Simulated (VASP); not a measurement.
Ti:

```
Ti
1.0
     0.00000    2.03000    2.03000
     2.03000    0.00000    2.03000
     2.03000    2.03000    0.00000
Ti
1
Direct
  0.00000 0.00000 0.00000
```

Base run:

| Property | Result |
| --- | --- |
| Program | VASP 6.6.1 |
| Functional | PBE |
| Potentials or basis | VASP PAW PBE potentials, release 64 (Ti_sv) |
| Cutoff | 520 eV |
| k mesh | 15 × 15 × 15 |
| Occupations | fermi-dirac, width 0.05 eV |
| Spin | no spin polarisation |

Its results: band gap on the k mesh zero (band 6 reaches 9.52 eV, above the bottom of band 7 at 8.34 eV); pressure 4.2 GPa.

Problem. After a change of settings the same cell gave: band gap on the k mesh zero (band 6 reaches 9.39 eV, above the bottom of band 7 at 8.21 eV); pressure -0.5 GPa. Which change was it?
A. functional from PBE to PBEsol
B. functional from PBE to LDA; potentials or basis from VASP PAW PBE potentials, release 64 (Ti_sv) to VASP PAW LDA potentials, release 64 (Ti_sv)
C. further incar settings from ALGO = Normal; EDIFF = 1e-08; NBANDS = 12 to ALGO = Normal; EDIFF = 1e-06; NBANDS = 12
D. functional from PBE to r2SCAN

Solution. A.

PBEsol binds more tightly than PBE, so the same cell stands under less pressure.

Caveats: the PAW data sets were made with another functional, which shifts forces and pressure a little (some runs).
